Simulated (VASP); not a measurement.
# Ir (Fm-3m) in VASP: a series of runs, part 2 of 2

VASP 6.6.1.

### 4 Electric field gradients, PBEsol (volume scaled by 0.99)

Input file INCAR:

```
PREC = Accurate
ENCUT = 520
EDIFF = 1E-8
ISMEAR = -1
SIGMA = 0.05
LREAL = False
LASPH = True
NELM = 60
ALGO = Normal
ISIF = 2
LWAVE = False
LCHARG = False
GGA = PS
LEFG = True
NBANDS = 10
```

Input file KPOINTS:

```
Automatic mesh
0
Gamma
  15 15 15
```

Input file POSCAR:

```
Ir
1.0
    0.0000000000      1.9132795507      1.9132795507
    1.9132795507      0.0000000000      1.9132795507
    1.9132795507      1.9132795507      0.0000000000
Ir
1
Direct
    0.0000000000      0.0000000000      0.0000000000
```

Potentials or basis: VASP PAW PBE potentials, release 64 (Ir).

Started as:

```sh
$ cat potpaw_PBE.64/Ir/POTCAR > POTCAR
$ mpirun -np 1 vasp_std > vasp.out
```

OUTCAR:

```text
PREC = Accurate
   ENCUT = 520
   EDIFF = 1E-8
   ISMEAR = -1
   LREAL = False
   LASPH = True
   NELM = 60
   ISIF = 2
   GGA = PS

 ion  position               nearest neighbor table
   1  0.000  0.000  0.000-

  LATTYP: Found a face centered cubic cell.
 ALAT       =     3.8265591014

  Lattice vectors:

 A1 = (   0.0000000000,   1.9132795507,   1.9132795507)
 A2 = (   1.9132795507,   0.0000000000,   1.9132795507)
 A3 = (   1.9132795507,   1.9132795507,   0.0000000000)

Analysis of symmetry for initial positions (statically):
=====================================================================
 Subroutine PRICEL returns:
 Original cell was already a primitive cell.

 Routine SETGRP: Setting up the symmetry group for a
 face centered cubic supercell.

 Subroutine GETGRP returns: Found 48 space group operations
 (whereof 48 operations were pure point group operations)
 out of a pool of 48 trial point group operations.

The static configuration has the point symmetry O_h .

Analysis of symmetry for dynamics (positions and initial velocities):
=====================================================================
 Subroutine PRICEL returns:
 Original cell was already a primitive cell.

 Routine SETGRP: Setting up the symmetry group for a
 face centered cubic supercell.

 Subroutine GETGRP returns: Found 48 space group operations
 (whereof 48 operations were pure point group operations)
 out of a pool of 48 trial point group operations.

The dynamic configuration has the point symmetry O_h .

 Subroutine INISYM returns: Found 48 space group operations
[... 146 lines left out ...]
 fundamental gap:      0.0211919286
 Fermi energy:        10.4737147530

 k-point     1 :       0.0000    0.0000    0.0000
  band No.  band energies     occupation
      1      -0.8790      2.00000
      2       6.4546      2.00000
      3       6.4546      2.00000
      4       6.4546      2.00000
      5       9.2133      2.00000
      6       9.2133      2.00000
      7      24.7185      0.00000
      8      30.3518      0.00000
      9      30.3518      0.00000
     10      30.3518      0.00000
[... 287 lines left out ...]
 k-point    24 :       0.2000    0.1333    0.0000
  band No.  band energies     occupation
      1       0.7891      2.00000
      2       5.3835      2.00000
      3       7.2517      2.00000
      4       7.3506      2.00000
      5       8.1680      2.00000
      6       9.6883      2.00000
      7      27.4576      0.00000
      8      27.5417      0.00000
      9      30.6726      0.00000
     10      31.2010      0.00000

 [... further k-points ...]
[... 5 lines left out ...]
  --------------------------------------------------------------------------------------
  -------------------------------------------------------------------------------------
  Total        0.1813236      0.1813236      0.1813236     -0.0000000     -0.0000000      0.0000000
  in kB       20.7395643     20.7395643     20.7395643     -0.0000000     -0.0000000      0.0000000
  external PRESSURE =      20.7395643 kB  Pullay stress =       0.0000000 kB

 VOLUME and BASIS-vectors are now :
 -----------------------------------------------------------------------------
  energy-cutoff  :      520.00
  volume of cell :       14.01
      direct lattice vectors                 reciprocal lattice vectors
     0.000000000  1.913279551  1.913279551    -0.261331388  0.261331388  0.261331388
     1.913279551  0.000000000  1.913279551     0.261331388 -0.261331388  0.261331388
     1.913279551  1.913279551  0.000000000     0.261331388  0.261331388 -0.261331388

 POSITION                                       TOTAL-FORCE (eV/Angst)
 -----------------------------------------------------------------------------------
      0.00000      0.00000      0.00000         0.000000     -0.000000     -0.000000
 -----------------------------------------------------------------------------------
    total drift:                                0.000000      0.000000     -0.000000

  FREE ENERGIE OF THE ION-ELECTRON SYSTEM (eV)
  ---------------------------------------------------
  free  energy   TOTEN  =        -9.8288092570 eV

  energy  without entropy=       -9.8208608230  energy(sigma->0) =       -9.82483504

 Electric field gradients (V/A^2)
---------------------------------------------------------------------
 ion       V_xx      V_yy      V_zz      V_xy      V_xz      V_yz
---------------------------------------------------------------------
   1      -0.000    -0.000    -0.000     0.000     0.000     0.000
---------------------------------------------------------------------

 Electric field gradients after diagonalization (V/A^2)
 (convention: |V_zz| > |V_xx| > |V_yy|)
----------------------------------------------------------------------
 ion       V_xx      V_yy      V_zz     asymmetry (V_yy - V_xx)/ V_zz
----------------------------------------------------------------------
   1      -0.000    -0.000     0.000       0.000
----------------------------------------------------------------------

           NMR quadrupolar parameters

 Cq : quadrupolar parameter    Cq=e*Q*V_zz/h
 eta: asymmetry parameters     (V_yy - V_xx)/ V_zz
 Q  : nuclear electric quadrupole moment in mb (millibarn)
----------------------------------------------------------------------
 ion       Cq(MHz)       eta       Q (mb)
----------------------------------------------------------------------
   1       0.000       0.000       1.000
----------------------------------------------------------------------
```

OSZICAR:

```text
N       E                     dE             d eps       ncg     rms          rms(c)
DAV:   1     0.487680458332E+02    0.48768E+02   -0.43736E+03  2408   0.821E+02
DAV:   2    -0.955759353221E+01   -0.58326E+02   -0.55385E+02  2462   0.202E+02
DAV:   3    -0.104510741618E+02   -0.89348E+00   -0.89097E+00  2870   0.300E+01
DAV:   4    -0.104587703748E+02   -0.76962E-02   -0.76947E-02  2726   0.257E+00
DAV:   5    -0.104589170253E+02   -0.14665E-03   -0.14665E-03  2822   0.333E-01    0.162E+01
DAV:   6    -0.993345714409E+01    0.52546E+00   -0.91383E-01  2684   0.116E+01    0.641E+00
DAV:   7    -0.983600376858E+01    0.97453E-01   -0.28781E-01  2820   0.595E+00    0.144E+00
DAV:   8    -0.983412762031E+01    0.18761E-02   -0.20003E-03  2590   0.443E-01    0.122E+00
DAV:   9    -0.982882249006E+01    0.53051E-02   -0.27128E-03  2636   0.755E-01    0.356E-02
DAV:  10    -0.982880763812E+01    0.14852E-04   -0.19358E-05  3504   0.498E-02    0.227E-02
DAV:  11    -0.982880914379E+01   -0.15057E-05   -0.14231E-06  2624   0.790E-03    0.300E-03
DAV:  12    -0.982880919037E+01   -0.46571E-07   -0.31888E-08  3302   0.188E-03    0.232E-03
DAV:  13    -0.982880925537E+01   -0.65006E-07   -0.22544E-09  1410   0.366E-04    0.989E-05
DAV:  14    -0.982880925700E+01   -0.16320E-08   -0.17464E-10  1276   0.169E-04
   1 F= -.98288093E+01 E0= -.98248350E+01  d E =-.794843E-02
```

stdout:

```text
POSCAR found type information on POSCAR Ir
 POSCAR found :  1 types and       1 ions
 scaLAPACK will be used
 -----------------------------------------------------------------------------
|                                                                             |
|                                                                             |
|     You enforced a specific xc type in the INCAR file but a different       |
|     I HOPE YOU KNOW WHAT YOU ARE DOING!                                     |
|                                                                             |
 -----------------------------------------------------------------------------

 LDA part: xc-table for (Slater+PW92), standard interpolation
 POSCAR, INCAR and KPOINTS ok, starting setup
 FFT: planning ... GRIDC
 FFT: planning ... GRID_SOFT
 FFT: planning ... GRID
 WAVECAR not read
 entering main loop
ion   1
```

Run time: 6.5 s. Hardware: 1 thread of Intel Xeon 6975P-C (Granite Rapids), shared host; peak memory 0.13 GiB.

Results:

| Property | Result |
| --- | --- |
| Free energy | -9.8288 eV |
| Pressure | 2.1 GPa |

Levels at points of the mesh, in eV from the Fermi level:
```tsv
k point	band 1	band 2	band 3	band 4	band 5	band 6	band 7	band 8
(0.00, 0.00, 0.00)	-11.35	-4.02	-4.02	-4.02	-1.26	-1.26	14.24	19.88
```

Caveat: without QUAD_EFG the Cq values of the log hold for a quadrupole moment of 1 mb, not for the nuclei; the PAW data sets were made with another functional, which shifts forces and pressure a little; spin-orbit coupling is left out, which moves the levels of the heavy elements.

### 5 Electric field gradients, PBEsol (volume scaled by 1.02)

Input file INCAR:

```
  ALGO = Normal
  EDIFF = 1E-8
  ENCUT = 520
  GGA = PS
  ISIF = 2
  ISMEAR = -1
  LASPH = True
  LCHARG = False
  LEFG = True
  LREAL = False
  LWAVE = False
  NBANDS = 10
  NELM = 100
  PREC = Accurate
  SIGMA = 0.05
```

Input file KPOINTS:

```
k-points
0
Gamma
  15 15 15
```

Input file POSCAR:

```
Ir
1.0
    0.0000000000      1.9324136155      1.9324136155
    1.9324136155      0.0000000000      1.9324136155
    1.9324136155      1.9324136155      0.0000000000
Ir
1
Direct
    0.0000000000      0.0000000000      0.0000000000
```

Potentials or basis: VASP PAW PBE potentials, release 64 (Ir).

Started as:

```sh
$ cat potpaw_PBE.64/Ir/POTCAR > POTCAR
$ mpirun -np 1 vasp_std > vasp.out
```

OUTCAR:

```text
EDIFF = 1E-8
   ENCUT = 520
   GGA = PS
   ISIF = 2
   ISMEAR = -1
   LASPH = True
   LREAL = False
   NELM = 100
   PREC = Accurate

 ion  position               nearest neighbor table
   1  0.000  0.000  0.000-

  LATTYP: Found a face centered cubic cell.
 ALAT       =     3.8648272310

  Lattice vectors:

 A1 = (   0.0000000000,   1.9324136155,   1.9324136155)
 A2 = (   1.9324136155,   0.0000000000,   1.9324136155)
[... 517 lines left out ...]
    total drift:                                0.000000     -0.000000     -0.000000

  FREE ENERGIE OF THE ION-ELECTRON SYSTEM (eV)
  ---------------------------------------------------
  free  energy   TOTEN  =        -9.8193448203 eV

  energy  without entropy=       -9.8110640261  energy(sigma->0) =       -9.81520442

 Electric field gradients (V/A^2)
---------------------------------------------------------------------
 ion       V_xx      V_yy      V_zz      V_xy      V_xz      V_yz
---------------------------------------------------------------------
   1      -0.000     0.000    -0.000     0.000     0.000     0.000
---------------------------------------------------------------------

 Electric field gradients after diagonalization (V/A^2)
 (convention: |V_zz| > |V_xx| > |V_yy|)
----------------------------------------------------------------------
 ion       V_xx      V_yy      V_zz     asymmetry (V_yy - V_xx)/ V_zz
----------------------------------------------------------------------
   1      -0.000    -0.000     0.000       0.000
----------------------------------------------------------------------

           NMR quadrupolar parameters

 Cq : quadrupolar parameter    Cq=e*Q*V_zz/h
 eta: asymmetry parameters     (V_yy - V_xx)/ V_zz
 Q  : nuclear electric quadrupole moment in mb (millibarn)
----------------------------------------------------------------------
 ion       Cq(MHz)       eta       Q (mb)
----------------------------------------------------------------------
   1       0.000       0.000       1.000
----------------------------------------------------------------------
```

OSZICAR:

```text
N       E                     dE             d eps       ncg     rms          rms(c)
DAV:   1     0.461562390392E+02    0.46156E+02   -0.43481E+03  2424   0.819E+02
DAV:   2    -0.954877378588E+01   -0.55705E+02   -0.52861E+02  2462   0.195E+02
DAV:   3    -0.104574957870E+02   -0.90872E+00   -0.90617E+00  2806   0.300E+01
DAV:   4    -0.104663935006E+02   -0.88977E-02   -0.88961E-02  2720   0.274E+00
DAV:   5    -0.104665685015E+02   -0.17500E-03   -0.17500E-03  2734   0.372E-01    0.149E+01
DAV:   6    -0.991893038074E+01    0.54764E+00   -0.10117E+00  2690   0.121E+01    0.574E+00
DAV:   7    -0.982632637167E+01    0.92604E-01   -0.28706E-01  2834   0.587E+00    0.145E+00
DAV:   8    -0.982436811837E+01    0.19583E-02   -0.19689E-03  2554   0.436E-01    0.121E+00
DAV:   9    -0.981935176082E+01    0.50164E-02   -0.25338E-03  2636   0.724E-01    0.276E-02
DAV:  10    -0.981934302963E+01    0.87312E-05   -0.16044E-05  3412   0.435E-02    0.207E-02
DAV:  11    -0.981934473138E+01   -0.17018E-05   -0.12263E-06  2610   0.717E-03    0.227E-03
DAV:  12    -0.981934478667E+01   -0.55288E-07   -0.27669E-08  3274   0.177E-03    0.170E-03
DAV:  13    -0.981934481544E+01   -0.28772E-07   -0.19345E-09  1398   0.349E-04    0.902E-05
DAV:  14    -0.981934482032E+01   -0.48776E-08   -0.14696E-10  1278   0.161E-04
   1 F= -.98193448E+01 E0= -.98152044E+01  d E =-.828079E-02
```

stdout:

```text
POSCAR found type information on POSCAR Ir
 POSCAR found :  1 types and       1 ions
 scaLAPACK will be used
 -----------------------------------------------------------------------------
|                                                                             |
|                                                                             |
|     You enforced a specific xc type in the INCAR file but a different       |
|     I HOPE YOU KNOW WHAT YOU ARE DOING!                                     |
|                                                                             |
 -----------------------------------------------------------------------------

 LDA part: xc-table for (Slater+PW92), standard interpolation
 POSCAR, INCAR and KPOINTS ok, starting setup
 FFT: planning ... GRIDC
 FFT: planning ... GRID_SOFT
 FFT: planning ... GRID
 WAVECAR not read
 entering main loop
ion   1
```

It took 6.5 s on 1 thread of Intel Xeon 6975P-C (Granite Rapids), shared host; peak memory 0.14 GiB.

Results:

- Free energy: -9.8193 eV
- Pressure: -9.0 GPa

Caveat: without QUAD_EFG the Cq values of the log hold for a quadrupole moment of 1 mb, not for the nuclei; the PAW data sets were made with another functional, which shifts forces and pressure a little; spin-orbit coupling is left out, which moves the levels of the heavy elements.

### 6 Electric field gradients, PBEsol (volume scaled by 1.06)

Input file INCAR:

```
SYSTEM = Ir
  PREC = Accurate
  ENCUT = 520
  EDIFF = 1E-8
  ISMEAR = -1
  SIGMA = 0.05
  LREAL = .False.
  LASPH = .True.
  NELM = 100
  ALGO = Normal
  ISIF = 2
  LWAVE = .False.
  LCHARG = .False.
  GGA = PS
  LEFG = .True.
  NBANDS = 10
```

Input file KPOINTS:

```
regular mesh
0
Gamma
  15 15 15
  0 0 0
```

Input file POSCAR:

```
Ir
1.0
    0.0000000000      1.9573507352      1.9573507352
    1.9573507352      0.0000000000      1.9573507352
    1.9573507352      1.9573507352      0.0000000000
Ir
1
Direct
    0.0000000000      0.0000000000      0.0000000000
```

Potentials or basis: VASP PAW PBE potentials, release 64 (Ir).

Started as:

```sh
$ cat potpaw_PBE.64/Ir/POTCAR > POTCAR
$ mpirun -np 1 vasp_std > vasp.out
```

OUTCAR:

```text
SYSTEM = Ir
   PREC = Accurate
   ENCUT = 520
   EDIFF = 1E-8
   ISMEAR = -1
   LREAL = .False.
   LASPH = .True.
   NELM = 100
   ISIF = 2
   GGA = PS

 ion  position               nearest neighbor table
   1  0.000  0.000  0.000-

  LATTYP: Found a face centered cubic cell.
 ALAT       =     3.9147014704

  Lattice vectors:

 A1 = (   0.0000000000,   1.9573507352,   1.9573507352)
 A2 = (   1.9573507352,   0.0000000000,   1.9573507352)
 A3 = (   1.9573507352,   1.9573507352,   0.0000000000)

[... 516 lines left out ...]
    total drift:                               -0.000000      0.000000      0.000000

  FREE ENERGIE OF THE ION-ELECTRON SYSTEM (eV)
  ---------------------------------------------------
  free  energy   TOTEN  =        -9.7658442530 eV

  energy  without entropy=       -9.7571205459  energy(sigma->0) =       -9.76148240

 Electric field gradients (V/A^2)
---------------------------------------------------------------------
 ion       V_xx      V_yy      V_zz      V_xy      V_xz      V_yz
---------------------------------------------------------------------
   1      -0.000    -0.000    -0.000     0.000     0.000     0.000
---------------------------------------------------------------------

 Electric field gradients after diagonalization (V/A^2)
 (convention: |V_zz| > |V_xx| > |V_yy|)
----------------------------------------------------------------------
 ion       V_xx      V_yy      V_zz     asymmetry (V_yy - V_xx)/ V_zz
----------------------------------------------------------------------
   1      -0.000    -0.000     0.000       0.000
----------------------------------------------------------------------

           NMR quadrupolar parameters

 Cq : quadrupolar parameter    Cq=e*Q*V_zz/h
 eta: asymmetry parameters     (V_yy - V_xx)/ V_zz
 Q  : nuclear electric quadrupole moment in mb (millibarn)
----------------------------------------------------------------------
 ion       Cq(MHz)       eta       Q (mb)
----------------------------------------------------------------------
   1       0.000       0.000       1.000
----------------------------------------------------------------------
```

Run time: 6.7 s. Hardware: 1 thread of Intel Xeon 6975P-C (Granite Rapids), shared host; peak memory 0.15 GiB.

Results:

```
Free energy : -9.7658 eV
Pressure    : -20.9 GPa
```

Caveat: without QUAD_EFG the Cq values of the log hold for a quadrupole moment of 1 mb, not for the nuclei; the PAW data sets were made with another functional, which shifts forces and pressure a little; spin-orbit coupling is left out, which moves the levels of the heavy elements.

### 7 The runs side by side

```tsv
cell	gap on the mesh (eV)	pressure (GPa)
a = 2.678 Å, angles 60.0°, 1 atom	none	15.4
a = 2.706 Å, angles 60.0°, 1 atom	none	2.1
a = 2.733 Å, angles 60.0°, 1 atom	none	-9.0
a = 2.768 Å, angles 60.0°, 1 atom	none	-20.9
```

Alike in all rows: task electric field gradients; level PBEsol; potentials or basis VASP PAW PBE potentials, release 64 (Ir); no spin polarisation; k mesh 15 × 15 × 15; cutoff (eV) 520; smearing fermi-dirac 0.05 eV.

Caveats: the PAW data sets were made with another functional, which shifts forces and pressure a little; spin-orbit coupling is left out, which moves the levels of the heavy elements.

Absolute energies hang on the potentials; compare differences alone.
